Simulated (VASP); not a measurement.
# InP (I-4m2) in VASP: further runs

The runs below take InP through single point, with LDA.

Program: VASP 6.6.1. These are calculated values, not measurements. Logs are shortened: lines on timing, memory, paths and dates and some standing lists are left out, and cuts for length are marked.

## (1) The cell of the first run

Symmetry: I-4m2, No. 119, tetragonal system. Conventional cell: a = 4.038 Å, b = 4.038 Å, c = 5.955 Å, α = 90.00°, β = 90.00°, γ = 90.00°. In (site symmetry -4m2) has 4 P at 2.51 Å within 3.3 Å. Within 3.3 Å of P (site symmetry -4m2) lie 4 In at 2.51 Å.

## (2) Single point, LDA (in-plane strain -0.02, then relaxed in part)

Contents of INCAR:

```
ALGO = Normal ; EDIFF = 1E-6
ENCUT = 520 ; GGA = CA
ISIF = 2 ; ISMEAR = 0
LASPH = T ; LCHARG = F
LREAL = F ; LWAVE = F
NBANDS = 16 ; NELM = 100
PREC = Accurate ; SIGMA = 0.01
```

Contents of KPOINTS:

```
k-points
0
Gamma
  8 8 8
```

Contents of POSCAR:

```
InP
1.0
    2.8553861717      2.8553861717      0.0000000000
   -2.8553861717      2.8553861717      0.0000000000
    0.0000000000      2.8553861717      2.9776612500
In P
1 1
Direct
    0.0000000000      0.0000000000      0.0000000000
    0.7500000000      0.2500000000      0.5000000000
```

Potentials or basis: VASP PAW LDA potentials, release 64 (In_d, P).

The run is started by

```console
> cat potpaw_LDA.64/In_d/POTCAR potpaw_LDA.64/P/POTCAR > POTCAR
> mpirun -np 1 vasp_std > vasp.out
```

OUTCAR:

```text
EDIFF = 1E-6
   ENCUT = 520
   GGA = CA
   ISIF = 2
   ISMEAR = 0
   LASPH = T
   LREAL = F
   NELM = 100
   PREC = Accurate

 ion  position               nearest neighbor table
   1  0.000  0.000  0.000-   2 2.51   2 2.51   2 2.51   2 2.51
   2  0.750  0.250  0.500-   1 2.51   1 2.51   1 2.51   1 2.51

  LATTYP: Found a body centered tetragonal cell.
 ALAT       =     4.0381258498
 C/A-ratio  =     1.4747738732

  Lattice vectors:

 A1 = (   2.8553861717,   0.0000000000,  -2.9776612500)
 A2 = (  -2.8553861717,   0.0000000000,  -2.9776612500)
 A3 = (   0.0000000000,   2.8553861717,   2.9776612500)

Analysis of symmetry for initial positions (statically):
=====================================================================
 Subroutine PRICEL returns:
 Original cell was already a primitive cell.

 Routine SETGRP: Setting up the symmetry group for a
 body centered tetragonal supercell.

 Subroutine GETGRP returns: Found  8 space group operations
 (whereof  8 operations were pure point group operations)
 out of a pool of 16 trial point group operations.

The static configuration has the point symmetry D_2d.

Analysis of symmetry for dynamics (positions and initial velocities):
=====================================================================
 Subroutine PRICEL returns:
 Original cell was already a primitive cell.

 Routine SETGRP: Setting up the symmetry group for a
 body centered tetragonal supercell.

 Subroutine GETGRP returns: Found  8 space group operations
 (whereof  8 operations were pure point group operations)
 out of a pool of 16 trial point group operations.

The dynamic configuration has the point symmetry D_2d.

 Subroutine INISYM returns: Found  8 space group operations
 (whereof  8 operations are pure point group operations),
 and found     1 'primitive' translations

----------------------------------------------------------------------------------------

                                     Primitive cell

  volume of cell :      48.5551

  direct lattice vectors                    reciprocal lattice vectors
     2.855386172  2.855386172  0.000000000     0.175107663  0.175107663 -0.167917019
    -2.855386172  2.855386172  0.000000000    -0.175107663  0.175107663 -0.167917019
     0.000000000  2.855386172  2.977661250     0.000000000  0.000000000  0.335834038

  length of vectors
     4.038125850  4.038125850  4.125493511     0.299201458  0.299201458  0.335834038

  position of ions in fractional coordinates (direct lattice)
     0.000000000  0.000000000  0.000000000
     0.750000000  0.250000000  0.500000000

  ion indices of the primitive-cell ions
   primitive index   ion index
                 1           1
                 2           2

----------------------------------------------------------------------------------------

 KPOINTS: k-points

Automatic generation of k-mesh.
 Grid dimensions read from file:
 generate k-points for:    8    8    8

 Generating k-lattice:

  Cartesian coordinates                     Fractional coordinates (reciprocal lattice)
     0.021888458  0.021888458 -0.020989627     0.125000000  0.000000000  0.000000000
    -0.021888458  0.021888458 -0.020989627     0.000000000  0.125000000  0.000000000
     0.000000000  0.000000000  0.041979255     0.000000000  0.000000000  0.125000000

  Length of vectors
     0.037400182  0.037400182  0.041979255

  Shift w.r.t. Gamma in fractional coordinates (k-lattice)
     0.000000000  0.000000000  0.000000000

 Subroutine IBZKPT returns following result:
 ===========================================

 Found     59 irreducible k-points:

 Following reciprocal coordinates:
            Coordinates               Weight
  0.000000  0.000000  0.000000      1.000000
  0.125000  0.000000  0.000000      8.000000
  0.250000  0.000000  0.000000      8.000000
  0.375000  0.000000  0.000000      8.000000
  0.500000  0.000000  0.000000      4.000000
  0.125000  0.125000  0.000000      8.000000
[... 16 lines left out ...]
  0.250000  0.000000  0.125000      4.000000
  0.375000  0.000000  0.125000      8.000000
 [... further k-points ...]
   k-points           NKPTS =     59   k-points in BZ     NKDIM =     59   number of bands    NBANDS=     16
   number of dos      NEDOS =    301   number of ions     NIONS =      2
   total plane-waves  NPLWV =  28800
   dimension x,y,z NGX =    30 NGY =   30 NGZ =   32
   dimension x,y,z NGXF=    60 NGYF=   60 NGZF=   64
   ions per type =               1   1
   NGX,Y,Z   is equivalent  to a cutoff of  12.35, 12.35, 12.90 a.u.
   NGXF,Y,Z  is equivalent  to a cutoff of  24.70, 24.70, 25.79 a.u.
 SYSTEM =  unknown system
   PREC   = accura    normal or accurate (medium, high low for compatibility)
   ISTART =      0    job   : 0-new  1-cont  2-samecut
   ICHARG =      2    charge: 1-file 2-atom 10-const
   ISPIN  =      1    spin polarized calculation?
   LNONCOLLINEAR =      F non collinear calculations
   LSORBIT =      F    spin-orbit coupling
   LASPH  =      T    aspherical Exc in radial PAW
   ENCUT  =  520.0 eV  38.22 Ry    6.18 a.u.   7.51  7.51  7.67*2*pi/ulx,y,z
   NELM   =    100;   NELMIN=  2; NELMDL= -5     # of ELM steps
   EDIFF  = 0.1E-05   stopping-criterion for ELM
   LREAL  =      F    real-space projection
   EDIFFG = 0.1E-04   stopping-criterion for IOM
   NSW    =      0    number of steps for IOM
   IBRION =     -1    ionic relax: 0-MD 1-quasi-New 2-CG
   NFREE  =      0    steps in history (QN), initial steepest desc. (CG)
   ISIF   =      2    stress and relaxation
   ISYM   =      2    0-nonsym 1-usesym 2-fastsym
   POTIM  = 0.5000    time-step for ionic-motion
   TEBEG  =    0.0;   TEEND  =   0.0 temperature during run
   PSTRESS=    0.0 pullay stress
   NELECT =      18.0000    total number of electrons
   NUPDOWN=      -1.0000    fix difference up-down
   EMIN   =  10.00;   EMAX   =-10.00  energy-range for DOS
   EFERMI =   0.00;   METHOD = LEGACY
   ISMEAR =     0;   SIGMA  =   0.01  broadening in eV -4-tet -1-fermi 0-gaus
   EFERMI_NEDOS =   21; number of points for ismear=-14 and -15
   IALGO  =     38    algorithm
   IMIX   =      4    mixing-type and parameters
     AMIX     =   0.40;   BMIX     =  1.00
     AMIX_MAG =   1.60;   BMIX_MAG =  1.00
  volume/ion in A,a.u.               =      24.28       163.83
  Fermi-wavevector in a.u.,A,eV,Ry     =   1.176036  2.222386 18.817687  1.383061
  Thomas-Fermi vector in A             =   2.312407
   LORBIT       =      0    0 simple, 1 ext, 2 COOP (PROOUT), +10 PAW based schemes
   GGA     = CA    functional components
   LHFCALC =     F    Hartree Fock is set to
   AEXX    =    0.0000 exact exchange contribution
   IVDW    =     0    specifies the selected vdW correction
   LEPSILON=     F    determine dielectric tensor
   LRPA    =     F    only Hartree local field effects (RPA)
 non-spin polarized calculation
 Gauss-broadening in eV      SIGMA  =   0.01
  energy-cutoff  :      520.00
  volume of cell :       48.56
 maximum number of plane-waves:      1323
   NGX = 15   NGY = 15   NGZ = 15

 number of electron      18.0000006 magnetization

 Free energy of the ion-electron system (eV)
  ---------------------------------------------------
  ext. energy  EPLUGINS =         0.00000000
  ---------------------------------------------------
  free energy    TOTEN  =        -9.65975777 eV

  energy without entropy =       -9.65975777  energy(sigma->0) =       -9.65975777

 E-fermi :   5.5862     XC(G=0):  -9.7680

 val. band max:        5.4874164136   @ k =   0.0000   0.0000   0.0000
 cond. band min:       6.1111846547   @ k =   0.0000   0.0000   0.0000
 fundamental gap:      0.6237682411
 Fermi energy:         5.5862387442

 k-point     1 :       0.0000    0.0000    0.0000
  band No.  band energies     occupation
      1      -8.8666      2.00000
      2      -8.8481      2.00000
      3      -8.8481      2.00000
      4      -8.6820      2.00000
      5      -8.6817      2.00000
      6      -6.3797      2.00000
[... 8 lines left out ...]
     15      14.5727      0.00000
     16      15.2621      0.00000

 k-point     2 :       0.1250    0.0000    0.0000
  band No.  band energies     occupation
      1      -8.8784      2.00000
      2      -8.8498      2.00000
      3      -8.8398      2.00000
      4      -8.6825      2.00000
      5      -8.6810      2.00000
      6      -6.1893      2.00000
[... 8 lines left out ...]
     15      14.4678      0.00000
     16      14.7119      0.00000

 k-point     3 :       0.2500    0.0000    0.0000
  band No.  band energies     occupation
      1      -8.9266      2.00000
      2      -8.8333      2.00000
      3      -8.8220      2.00000
      4      -8.6821      2.00000
      5      -8.6754      2.00000
      6      -5.6555      2.00000
[... 8 lines left out ...]
     15      14.0776      0.00000
     16      14.4999      0.00000

 k-point     4 :       0.3750    0.0000    0.0000
  band No.  band energies     occupation
      1      -8.9728      2.00000
      2      -8.8201      2.00000
      3      -8.8084      2.00000
      4      -8.6772      2.00000
      5      -8.6646      2.00000
      6      -4.9301      2.00000
[... 8 lines left out ...]
     15      14.8891      0.00000
     16      15.0675      0.00000
[... 324 lines left out ...]
 k-point    22 :       0.0000    0.0000    0.1250
  band No.  band energies     occupation
      1      -8.9020      2.00000
      2      -8.8320      2.00000
      3      -8.8320      2.00000
      4      -8.6872      2.00000
      5      -8.6767      2.00000
      6      -6.1395      2.00000
[... 8 lines left out ...]
     15      15.0213      0.00000
     16      15.3828      0.00000

 k-point    23 :       0.2500    0.0000    0.1250
  band No.  band energies     occupation
      1      -8.9067      2.00000
      2      -8.8374      2.00000
      3      -8.8303      2.00000
      4      -8.6888      2.00000
      5      -8.6746      2.00000
      6      -5.8729      2.00000
[... 8 lines left out ...]
     15      14.3591      0.00000
     16      15.5519      0.00000

 k-point    24 :       0.3750    0.0000    0.1250
  band No.  band energies     occupation
      1      -8.9536      2.00000
      2      -8.8200      2.00000
      3      -8.8114      2.00000
      4      -8.6896      2.00000
      5      -8.6675      2.00000
      6      -5.2576      2.00000
[... 8 lines left out ...]
     15      14.9586      0.00000
     16      15.7033      0.00000

 [... further k-points ...]
[... 5 lines left out ...]
  --------------------------------------------------------------------------------------
  -------------------------------------------------------------------------------------
  Total        0.6034014      0.6034014      0.0030748      0.0000000      0.0000000      0.0000000
  in kB       19.9104884     19.9104884      0.1014583      0.0000000      0.0000000      0.0000000
  external PRESSURE =      13.3074784 kB  Pullay stress =       0.0000000 kB

 VOLUME and BASIS-vectors are now :
 -----------------------------------------------------------------------------
  energy-cutoff  :      520.00
  volume of cell :       48.56
      direct lattice vectors                 reciprocal lattice vectors
     2.855386172  2.855386172  0.000000000     0.175107663  0.175107663 -0.167917019
    -2.855386172  2.855386172  0.000000000    -0.175107663  0.175107663 -0.167917019
     0.000000000  2.855386172  2.977661250     0.000000000  0.000000000  0.335834038

 POSITION                                       TOTAL-FORCE (eV/Angst)
 -----------------------------------------------------------------------------------
      0.00000      0.00000      0.00000         0.000000      0.000000      0.000000
      1.42769      4.28308      1.48883        -0.000000     -0.000000      0.000000
 -----------------------------------------------------------------------------------
    total drift:                               -0.000002     -0.000000     -0.000000

  FREE ENERGIE OF THE ION-ELECTRON SYSTEM (eV)
  ---------------------------------------------------
  free  energy   TOTEN  =        -9.6597577688 eV

  energy  without entropy=       -9.6597577688  energy(sigma->0) =       -9.65975777
```

It took 20 s on 1 thread of AMD EPYC 9R45 (Zen 5), shared host; peak memory 0.15 GiB.

Results:

| Item | Value |
| --- | --- |
| Free energy | -9.6598 eV |
| Pressure | 1.3 GPa |
| Band gap on the k mesh | 0.62 eV, direct |

Levels at points of the mesh, in eV from the valence-band top:
```
           k point  band 7  band 8  band 9  band 10  band 11  band 12
(0.00, 0.00, 0.00)   -0.22    0.00    0.00     0.62     3.88     3.88
(0.50, 0.00, 0.00)   -6.09   -1.26   -0.97     1.31     4.52     4.79
(0.50, 0.50, 0.00)   -6.00   -2.64   -2.62     1.39     1.92     9.27
(0.00, 0.00, 0.50)   -6.27   -2.39   -2.39     1.63     2.31     8.86
```

Caveat: the cell differs from its parent crystal (in-plane strain -0.02, then relaxed in part); spin-orbit coupling is left out, which moves the levels of the heavy elements.

(Continued in part 2 of 2.)
